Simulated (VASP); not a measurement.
HfN, 4 atoms in the cell. It takes space group P6_3/mmc (No. 194, hexagonal). The conventional cell has a = 3.100 Å, b = 3.100 Å, c = 5.365 Å, α = 90.00°, β = 90.00°, γ = 120.00°. Within 3.0 Å of Hf (site symmetry -6m2) lie 6 N at 2.24 Å. Within 3.0 Å of N (site symmetry -3m) lie 6 Hf at 2.24 Å and 2 N at 2.68 Å. 

```yaml
Program: VASP 6.6.1
Task: single point
Functional: LDA
Potentials_or_basis: VASP PAW LDA potentials, release 64 (Hf_pv, N)
Cutoff: 520 eV
k_mesh: 8 × 8 × 4
Occupations: methfessel-paxton, width 0.1 eV
Spin: no spin polarisation
Dipole_correction: no
Further_INCAR_settings: ALGO = Normal; EDIFF = 1e-06; NBANDS = 23
```

Potentials or basis: VASP PAW LDA potentials, release 64 (Hf_pv, N).

Launch:

```sh
$ cat potpaw_LDA.64/Hf_pv/POTCAR potpaw_LDA.64/N/POTCAR > POTCAR
$ mpirun -np 1 vasp_std > vasp.out
```

Hardware: 1 thread of AMD EPYC 9R45 96-Core Processor (Zen 5), with other jobs on the host.

Problem. How long does it take, and how much memory?

Solution. Wall time 14 s on 1 thread of AMD EPYC 9R45 96-Core Processor (Zen 5) (shared host), peak memory 0.13 GiB. Counts: scf iterations 13, k points 30.
